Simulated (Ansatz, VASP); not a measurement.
# Ag: VASP beside Ansatz

```xyz
1
Lattice="0.0000 2.0101 2.1106 2.0101 0.0000 2.1106 2.0101 2.0101 0.0000" Properties=species:S:1:pos:R:3 pbc="T T T"
Ag    0.0000    0.0000    0.0000
```

Alike in both runs: task single point; functional PBEsol; k mesh 22 × 22 × 22; occupations gaussian, width 0.15 eV; no spin polarisation.

|  | VASP | Ansatz |
| --- | --- | --- |
| version | VASP 6.6.1 | Ansatz 0.2.0 |
| potentials or method | VASP PAW PBE potentials, release 64 (Ag), cutoff 520 eV | scalar-relativistic, plane waves, PAW |
| valence electrons in the cell | 11 | 19 |

Ansatz gave:

* gap on the k mesh at the Fermi level (eV): none
* pressure (GPa): -2.6
* traceless stress, the component that is largest in VASP (GPa): -1.54

Task: What did VASP give for the same quantities?

Result: gap on the k mesh at the Fermi level (eV): none; pressure (GPa): -2.7; traceless stress, the component that is largest in VASP (GPa): -1.53.

VASP's potentials were made for PBE, not for PBEsol. A gap of «none» marks a metal or a gap that the smearing closes. With one functional, cell and mesh, what is left measures potentials, basis and numerics. VASP's potentials hold 11 valence electrons a cell and Ansatz's 19, so a difference there can come from the potentials and not from the codes.
